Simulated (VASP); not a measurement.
# Na (P6_3/mmc) in VASP: further runs

The runs below take Na through single point, with PBEsol.

All numbers are computed with VASP 6.6.1; they aren't measurements. Logs are shortened: lines on timing, memory, paths and dates and some standing lists are left out, and cuts for length are marked.

**1. The cell of the first run**

It takes space group P6_3/mmc (No. 194, hexagonal). Conventional cell: a = 3.767 Å, b = 3.767 Å, c = 6.246 Å, α = 90.00°, β = 90.00°, γ = 120.00°. Na (site symmetry -6m2) has 12 Na at 3.77 to 3.81 Å within 4.9 Å.

**2. Single point, PBEsol (strained)**

Input file INCAR:

```
SYSTEM = Na
PREC     = Accurate       ! precision mode
ENCUT    = 520            ! plane-wave cutoff, eV
EDIFF    = 1E-6           ! SCF threshold, eV
ISMEAR   = 0              ! smearing method
SIGMA    = 0.1            ! smearing width, eV
LREAL    = .False.        ! projectors in reciprocal space
LASPH    = .True.         ! aspherical terms in the spheres
NELM     = 80             ! most SCF steps
ALGO     = Fast           ! electronic algorithm
ISIF     = 2              ! what is computed and relaxed
LWAVE    = .False.        ! write WAVECAR
LCHARG   = .False.        ! write CHGCAR
GGA      = PS             ! functional
NBANDS   = 14             ! bands
```

Input file KPOINTS:

```
regular mesh
0
Gamma
  15 15 8
  0 0 0
```

Input file POSCAR:

```
Na
1.0
    3.7668503176      0.0000000000      0.0000000000
   -1.8834251588      3.2621880673      0.0000000000
    0.0000000000      0.0000000000      6.2460638400
Na
2
Direct
    0.3333333333      0.6666666667      0.2500000000
    0.6666666667      0.3333333333      0.7500000000
```

Potentials or basis: VASP PAW PBE potentials, release 64 (Na_pv).

The run is started by

```
> cat potpaw_PBE.64/Na_pv/POTCAR > POTCAR
> mpirun -np 1 vasp_std > vasp.out
```

OUTCAR:

```text
SYSTEM = Na
   PREC = Accurate
   ENCUT = 520
   EDIFF = 1E-6
   ISMEAR = 0
   LREAL = .False.
   LASPH = .True.
   NELM = 80
   ISIF = 2
   GGA = PS

 ion  position               nearest neighbor table
   1  0.333  0.667  0.250-
   2  0.667  0.333  0.750-

  LATTYP: Found a hexagonal cell.
 ALAT       =     3.7668503176
 C/A-ratio  =     1.6581661901

  Lattice vectors:

 A1 = (   3.7668503176,   0.0000000000,   0.0000000000)
 A2 = (  -1.8834251588,   3.2621880673,   0.0000000000)
 A3 = (   0.0000000000,   0.0000000000,   6.2460638400)

Analysis of symmetry for initial positions (statically):
=====================================================================
 Subroutine PRICEL returns:
 Original cell was already a primitive cell.

 Routine SETGRP: Setting up the symmetry group for a
 hexagonal supercell.

 Subroutine GETGRP returns: Found 24 space group operations
 (whereof 12 operations were pure point group operations)
 out of a pool of 24 trial point group operations.

The static configuration has the point symmetry D_3d.
 The point group associated with its full space group is D_6h.

Analysis of symmetry for dynamics (positions and initial velocities):
=====================================================================
 Subroutine PRICEL returns:
 Original cell was already a primitive cell.

 Routine SETGRP: Setting up the symmetry group for a
 hexagonal supercell.

 Subroutine GETGRP returns: Found 24 space group operations
 (whereof 12 operations were pure point group operations)
 out of a pool of 24 trial point group operations.

The dynamic configuration has the point symmetry D_3d.
 The point group associated with its full space group is D_6h.

 Subroutine INISYM returns: Found 24 space group operations
 (whereof 12 operations are pure point group operations),
 and found     1 'primitive' translations

----------------------------------------------------------------------------------------

                                     Primitive cell

  volume of cell :      76.7527

  direct lattice vectors                    reciprocal lattice vectors
     3.766850318  0.000000000  0.000000000     0.265473782  0.153271359  0.000000000
    -1.883425159  3.262188067  0.000000000     0.000000000  0.306542719  0.000000000
     0.000000000  0.000000000  6.246063840     0.000000000  0.000000000  0.160100829

  length of vectors
     3.766850318  3.766850318  6.246063840     0.306542719  0.306542719  0.160100829

  position of ions in fractional coordinates (direct lattice)
     0.333333333  0.666666667  0.250000000
     0.666666667  0.333333333  0.750000000

  ion indices of the primitive-cell ions
   primitive index   ion index
                 1           1
                 2           2

----------------------------------------------------------------------------------------

 KPOINTS: regular mesh

Automatic generation of k-mesh.
 Grid dimensions read from file:
 generate k-points for:   15   15    8

 Generating k-lattice:

  Cartesian coordinates                     Fractional coordinates (reciprocal lattice)
     0.017698252  0.010218091  0.000000000     0.066666667  0.000000000  0.000000000
     0.000000000  0.020436181  0.000000000     0.000000000  0.066666667  0.000000000
     0.000000000  0.000000000  0.020012604     0.000000000  0.000000000  0.125000000

  Length of vectors
     0.020436181  0.020436181  0.020012604

  Shift w.r.t. Gamma in fractional coordinates (k-lattice)
     0.000000000  0.000000000  0.000000000

 Subroutine IBZKPT returns following result:
 ===========================================

 Found    135 irreducible k-points:

 Following reciprocal coordinates:
            Coordinates               Weight
  0.000000  0.000000  0.000000      1.000000
  0.066667 -0.000000  0.000000      6.000000
  0.133333 -0.000000  0.000000      6.000000
  0.200000 -0.000000  0.000000      6.000000
  0.266667 -0.000000  0.000000      6.000000
  0.333333 -0.000000  0.000000      6.000000
[... 16 lines left out ...]
  0.333333  0.200000  0.000000     12.000000
  0.400000  0.200000  0.000000      6.000000
 [... further k-points ...]
   k-points           NKPTS =    135   k-points in BZ     NKDIM =    135   number of bands    NBANDS=     14
   number of dos      NEDOS =    301   number of ions     NIONS =      2
   total plane-waves  NPLWV =  37632
   dimension x,y,z NGX =    28 NGY =   28 NGZ =   48
   dimension x,y,z NGXF=    56 NGYF=   56 NGZF=   96
   ions per type =               2
   NGX,Y,Z   is equivalent  to a cutoff of  12.36, 12.36, 12.78 a.u.
   NGXF,Y,Z  is equivalent  to a cutoff of  24.72, 24.72, 25.55 a.u.
 SYSTEM =  Na
   PREC   = accura    normal or accurate (medium, high low for compatibility)
   ISTART =      0    job   : 0-new  1-cont  2-samecut
   ICHARG =      2    charge: 1-file 2-atom 10-const
   ISPIN  =      1    spin polarized calculation?
   LNONCOLLINEAR =      F non collinear calculations
   LSORBIT =      F    spin-orbit coupling
   LASPH  =      T    aspherical Exc in radial PAW
   ENCUT  =  520.0 eV  38.22 Ry    6.18 a.u.   7.00  7.00 11.61*2*pi/ulx,y,z
   NELM   =     80;   NELMIN=  2; NELMDL= -5     # of ELM steps
   EDIFF  = 0.1E-05   stopping-criterion for ELM
   LREAL  =      F    real-space projection
   EDIFFG = 0.1E-04   stopping-criterion for IOM
   NSW    =      0    number of steps for IOM
   IBRION =     -1    ionic relax: 0-MD 1-quasi-New 2-CG
   NFREE  =      0    steps in history (QN), initial steepest desc. (CG)
   ISIF   =      2    stress and relaxation
   ISYM   =      2    0-nonsym 1-usesym 2-fastsym
   POTIM  = 0.5000    time-step for ionic-motion
   TEBEG  =    0.0;   TEEND  =   0.0 temperature during run
   PSTRESS=    0.0 pullay stress
   NELECT =      14.0000    total number of electrons
   NUPDOWN=      -1.0000    fix difference up-down
   EMIN   =  10.00;   EMAX   =-10.00  energy-range for DOS
   EFERMI =   0.00;   METHOD = LEGACY
   ISMEAR =     0;   SIGMA  =   0.10  broadening in eV -4-tet -1-fermi 0-gaus
   EFERMI_NEDOS =   21; number of points for ismear=-14 and -15
   IALGO  =     68    algorithm
   IMIX   =      4    mixing-type and parameters
     AMIX     =   0.40;   BMIX     =  1.00
     AMIX_MAG =   1.60;   BMIX_MAG =  1.00
  volume/ion in A,a.u.               =      38.38       258.98
  Fermi-wavevector in a.u.,A,eV,Ry     =   0.928438  1.754493 11.728183  0.861997
  Thomas-Fermi vector in A             =   2.054615
   LORBIT       =      0    0 simple, 1 ext, 2 COOP (PROOUT), +10 PAW based schemes
   GGA     = PS    functional components
   LHFCALC =     F    Hartree Fock is set to
   AEXX    =    0.0000 exact exchange contribution
   IVDW    =     0    specifies the selected vdW correction
   LEPSILON=     F    determine dielectric tensor
   LRPA    =     F    only Hartree local field effects (RPA)
 non-spin polarized calculation
 RMM-DIIS sequential band-by-band and
 Gauss-broadening in eV      SIGMA  =   0.10
  energy-cutoff  :      520.00
  volume of cell :       76.75
 maximum number of plane-waves:      2086
 NGX is ok and might be reduce to    28
   NGX = 13   NGY = 13   NGZ = 23

 number of electron      14.0000015 magnetization

 Free energy of the ion-electron system (eV)
  ---------------------------------------------------
  ext. energy  EPLUGINS =         0.00000000
  ---------------------------------------------------
  free energy    TOTEN  =        -2.79489031 eV

  energy without entropy =       -2.78913360  energy(sigma->0) =       -2.79201196

 E-fermi :   0.2258     XC(G=0):  -6.4101

 val. band max:        0.2124140551   @ k =   0.2000   0.2000   0.3750
 cond. band min:       0.2333096084   @ k =   0.4000  -0.0000   0.5000
 fundamental gap:      0.0208955533
 Fermi energy:         0.2258360168

 k-point     1 :       0.0000    0.0000    0.0000
  band No.  band energies     occupation
      1     -24.6289      2.00000
      2     -24.6036      2.00000
      3     -24.6036      2.00000
      4     -24.5996      2.00000
      5     -24.5996      2.00000
      6     -24.5989      2.00000
      7      -2.9970      2.00000
      8       0.6861      0.00000
      9       1.0532      0.00000
     10      10.1181      0.00000
     11      10.1181      0.00000
     12      10.4602      0.00000
     13      10.4603      0.00000
     14      10.4603      0.00000

 k-point     2 :       0.0667   -0.0000    0.0000
  band No.  band energies     occupation
      1     -24.6285      2.00000
      2     -24.6047      2.00000
      3     -24.6040      2.00000
      4     -24.6007      2.00000
      5     -24.5998      2.00000
      6     -24.5991      2.00000
      7      -2.9321      2.00000
      8       0.7441      0.00000
      9       1.1167      0.00000
     10       8.8310      0.00000
     11       9.5310      0.00000
     12       9.9597      0.00000
     13      11.0579      0.00000
     14      11.1182      0.00000

 k-point     3 :       0.1333   -0.0000    0.0000
  band No.  band energies     occupation
      1     -24.6272      2.00000
      2     -24.6077      2.00000
      3     -24.6049      2.00000
      4     -24.6038      2.00000
      5     -24.6004      2.00000
      6     -24.5996      2.00000
      7      -2.7379      2.00000
      8       0.9181      0.00000
      9       1.3055      0.00000
     10       7.3233      0.00000
     11       8.8989      0.00000
     12       9.1867      0.00000
     13      10.6117      0.00000
     14      11.0477      0.00000
[... 324 lines left out ...]
 k-point    23 :       0.3333    0.2000    0.0000
  band No.  band energies     occupation
      1     -24.6253      2.00000
      2     -24.6216      2.00000
      3     -24.6148      2.00000
      4     -24.6144      2.00000
      5     -24.6096      2.00000
      6     -24.6064      2.00000
      7       0.0911      1.94319
      8       1.8820      0.00000
      9       3.4509      0.00000
     10       3.5475      0.00000
     11       4.4664      0.00000
     12       5.3149      0.00000
     13       6.3449      0.00000
     14       7.0947      0.00000

 k-point    24 :       0.4000    0.2000    0.0000
  band No.  band energies     occupation
      1     -24.6260      2.00000
      2     -24.6217      2.00000
      3     -24.6157      2.00000
      4     -24.6133      2.00000
      5     -24.6100      2.00000
      6     -24.6073      2.00000
      7       0.8757      0.00000
      8       1.0080      0.00000
      9       3.4790      0.00000
     10       4.3605      0.00000
     11       4.3824      0.00000
     12       4.7537      0.00000
     13       5.8583      0.00000
     14       7.0345      0.00000

 [... further k-points ...]

------------------------ aborting loop because EDIFF is reached ----------------------------------------

  FORCE on cell =-STRESS in cart. coord.  units (eV):
  Direction    XX          YY          ZZ          XY          YZ          ZX
  --------------------------------------------------------------------------------------
  -------------------------------------------------------------------------------------
  Total       -0.1757649     -0.1757649     -0.2557055      0.0000000      0.0000000      0.0000000
  in kB       -3.6690115     -3.6690115     -5.3377337      0.0000000      0.0000000      0.0000000
  external PRESSURE =      -4.2252522 kB  Pullay stress =       0.0000000 kB

 VOLUME and BASIS-vectors are now :
 -----------------------------------------------------------------------------
  energy-cutoff  :      520.00
  volume of cell :       76.75
      direct lattice vectors                 reciprocal lattice vectors
     3.766850318  0.000000000  0.000000000     0.265473782  0.153271359  0.000000000
    -1.883425159  3.262188067  0.000000000     0.000000000  0.306542719  0.000000000
     0.000000000  0.000000000  6.246063840     0.000000000  0.000000000  0.160100829

 POSITION                                       TOTAL-FORCE (eV/Angst)
 -----------------------------------------------------------------------------------
     -0.00000      2.17479      1.56152         0.000000     -0.000000      0.000000
      1.88343      1.08740      4.68455        -0.000000      0.000000     -0.000000
 -----------------------------------------------------------------------------------
    total drift:                               -0.000000      0.000000      0.000000

  FREE ENERGIE OF THE ION-ELECTRON SYSTEM (eV)
  ---------------------------------------------------
  free  energy   TOTEN  =        -2.7948903119 eV

  energy  without entropy=       -2.7891336034  energy(sigma->0) =       -2.79201196
```

Run time: 82 s. Hardware: 1 thread of Intel Xeon Platinum 8488C (Sapphire Rapids), shared host; peak memory 0.25 GiB.

Results:

```yaml
Free_energy: -2.7949 eV
Pressure: -0.4 GPa
Band_gap_on_the_k_mesh: zero (band 7 reaches 2.27 eV, above the bottom of band 8 at -2.01 eV)
```

Levels at points of the mesh, in eV from the Fermi level:
```
           k point  band 4  band 5  band 6  band 7  band 8  band 9  band 10  band 11
(0.00, 0.00, 0.00)  -24.83  -24.83  -24.82   -3.22    0.46    0.83     9.89     9.89
(0.00, 0.00, 0.50)  -24.83  -24.83  -24.83   -2.24   -2.24    5.23     5.23    10.46
```

Caveat: the cell differs from its parent crystal (strained); the PAW data sets were made with another functional, which shifts forces and pressure a little.

**3. Single point, PBEsol (strained)**

Input file INCAR:

```
SYSTEM = Na
PREC = Accurate ; ENCUT = 520
EDIFF = 1E-7 ; ISMEAR = 0
SIGMA = 0.1 ; LREAL = .False.
LASPH = .True. ; NELM = 80
ALGO = Fast ; ISIF = 2
LWAVE = .False. ; LCHARG = .False.
GGA = PS ; NBANDS = 14
```

KPOINTS is that of step 2.

Input file POSCAR:

```
Na
1.0
    3.8737578059      0.0000000000      0.0000000000
   -1.9368789029      3.3547726680      0.0000000000
    0.0000000000      0.0000000000      6.6976443600
Na
2
Direct
    0.3333333333      0.6666666667      0.2500000000
    0.6666666667      0.3333333333      0.7500000000
```

Potentials or basis: VASP PAW PBE potentials, release 64 (Na_pv).

The run is started by

```
> cat potpaw_PBE.64/Na_pv/POTCAR > POTCAR
> mpirun -np 1 vasp_std > vasp.out
```

It took 2.4 min on 1 thread of Intel Xeon Platinum 8488C (Sapphire Rapids), shared host; peak memory 0.27 GiB.

It converged, with:

- Free energy: -2.7437 eV
- Pressure: -1.0 GPa
- Band gap on the k mesh: zero (band 7 reaches 1.88 eV, above the bottom of band 8 at -2.21 eV)

Stress tensor (GPa, compression positive):
```
-0.86  0.00  0.00
 0.00 -0.86  0.00
 0.00  0.00 -1.34
```

Levels at points of the mesh, in eV from the Fermi level:
```csv
k point,band 3,band 4,band 5,band 6,band 7,band 8,band 9,band 10,band 11,band 12
"(0.00, 0.00, 0.00)",-24.95,-24.95,-24.95,-24.95,-2.98,0.31,0.48,9.29,9.52,9.52
"(0.00, 0.00, 0.50)",-24.95,-24.95,-24.95,-24.95,-2.12,-2.12,4.42,4.42,10.04,10.04
```

Caveat: the cell differs from its parent crystal (strained); the PAW data sets were made with another functional, which shifts forces and pressure a little.

**4. Single point, PBEsol (strained)**

Input file INCAR:

```
SYSTEM = Na
ALGO = Fast
EDIFF = 1E-6
ENCUT = 520
GGA = PS
ISIF = 2
ISMEAR = 0
LASPH = .True.
LCHARG = .False.
LREAL = .False.
LWAVE = .False.
NBANDS = 14
NELM = 60
PREC = Accurate
SIGMA = 0.1
```

Input file KPOINTS:

```
k-points
0
Gamma
  15 15 8
  0 0 0
```

Input file POSCAR:

```
Na
1.0
    3.7155814340      0.0000000000      0.0000000000
   -1.8577907170      3.2177879117      0.0000000000
    0.0000000000      0.0000000000      5.7007579000
Na
2
Direct
    0.3333333333      0.6666666667      0.2500000000
    0.6666666667      0.3333333333      0.7500000000
```

Potentials or basis: VASP PAW PBE potentials, release 64 (Na_pv).

The run is started by

```
> cat potpaw_PBE.64/Na_pv/POTCAR > POTCAR
> mpirun -np 1 vasp_std > vasp.out
```

OUTCAR:

```text
SYSTEM = Na
   EDIFF = 1E-6
   ENCUT = 520
   GGA = PS
   ISIF = 2
   ISMEAR = 0
   LASPH = .True.
   LREAL = .False.
   NELM = 60
   PREC = Accurate

 ion  position               nearest neighbor table
   1  0.333  0.667  0.250-
   2  0.667  0.333  0.750-

  LATTYP: Found a hexagonal cell.
 ALAT       =     3.7155814340
 C/A-ratio  =     1.5342842032

  Lattice vectors:

 A1 = (   3.7155814340,   0.0000000000,   0.0000000000)
 A2 = (  -1.8577907170,   3.2177879117,   0.0000000000)
[... 587 lines left out ...]
      8       1.2193      0.00000
      9       3.7658      0.00000
     10       5.1197      0.00000
     11       5.1664      0.00000
     12       5.8192      0.00000
     13       7.0141      0.00000
     14       7.8316      0.00000

 [... further k-points ...]
[... 5 lines left out ...]
  --------------------------------------------------------------------------------------
  -------------------------------------------------------------------------------------
  Total       -0.0062666     -0.0062666      0.2376565      0.0000000     -0.0000000      0.0000000
  in kB       -0.1473083     -0.1473083      5.5865475      0.0000000     -0.0000000      0.0000000
  external PRESSURE =       1.7639770 kB  Pullay stress =       0.0000000 kB

 VOLUME and BASIS-vectors are now :
 -----------------------------------------------------------------------------
  energy-cutoff  :      520.00
  volume of cell :       68.16
      direct lattice vectors                 reciprocal lattice vectors
     3.715581434  0.000000000  0.000000000     0.269136881  0.155386251  0.000000000
    -1.857790717  3.217787912  0.000000000     0.000000000  0.310772502  0.000000000
     0.000000000  0.000000000  5.700757900     0.000000000  0.000000000  0.175415272

 POSITION                                       TOTAL-FORCE (eV/Angst)
 -----------------------------------------------------------------------------------
     -0.00000      2.14519      1.42519         0.000000     -0.000000     -0.000000
      1.85779      1.07260      4.27557        -0.000000      0.000000      0.000000
 -----------------------------------------------------------------------------------
    total drift:                               -0.000000      0.000000      0.000000

  FREE ENERGIE OF THE ION-ELECTRON SYSTEM (eV)
  ---------------------------------------------------
  free  energy   TOTEN  =        -2.7872073341 eV

  energy  without entropy=       -2.7819600121  energy(sigma->0) =       -2.78458367
```

stdout:

```text
POSCAR found type information on POSCAR Na
 POSCAR found :  1 types and       2 ions
 scaLAPACK will be used
 -----------------------------------------------------------------------------
|                                                                             |
|                                                                             |
|     You enforced a specific xc type in the INCAR file but a different       |
|     I HOPE YOU KNOW WHAT YOU ARE DOING!                                     |
|                                                                             |
 -----------------------------------------------------------------------------

 LDA part: xc-table for (Slater+PW92), standard interpolation
 POSCAR, INCAR and KPOINTS ok, starting setup
 FFT: planning ... GRIDC
 FFT: planning ... GRID_SOFT
 FFT: planning ... GRID
 WAVECAR not read
 entering main loop
```

Wall time 94 s (1 thread of Intel Xeon Platinum 8488C (Sapphire Rapids), shared host); peak memory 0.23 GiB.

Results:

* Free energy: -2.7872 eV
* Pressure: 0.2 GPa
* Band gap on the k mesh: zero (band 7 reaches 2.61 eV, above the bottom of band 8 at -1.72 eV)

Caveat: the cell differs from its parent crystal (strained); the PAW data sets were made with another functional, which shifts forces and pressure a little.

(Part 1 of 2 ends here.)
